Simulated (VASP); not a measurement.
Here is a VASP 6.6.1 calculation.

File INCAR:

```
PREC = Accurate
ENCUT = 520
EDIFF = 1E-7
ISMEAR = -1
SIGMA = 0.1
LREAL = F
LASPH = T
NELM = 60
ALGO = Normal
ISIF = 2
LWAVE = F
LCHARG = F
GGA = PS
NBANDS = 21
```

KPOINTS

```
regular mesh
0
Gamma
  12 12 7
```

Contents of POSCAR:

```
Ge
1.0
    2.8310783331      0.0084907316      0.0000000000
   -1.4223727782      2.4478423766      0.0000000000
    0.0000000000      0.0000000000      5.2952113477
Ge
2
Direct
    0.5000045702      0.4999954298      0.2500000000
    0.4999954298      0.5000045702      0.7500000000
```

Potentials or basis: VASP PAW PBE potentials, release 64 (Ge_d).

Launch:

```console
$ cat potpaw_PBE.64/Ge_d/POTCAR > POTCAR
$ mpirun -np 1 vasp_std > vasp.out
```

(1) What does it give for the pressure?

(2) Predict the band gap on the k mesh.

Answers

(1) 0.0 GPa.

(2) zero (bands 14 and 15 overlap by 8.95 eV).

Caveat: the PAW data sets were made with another functional, which shifts forces and pressure a little.
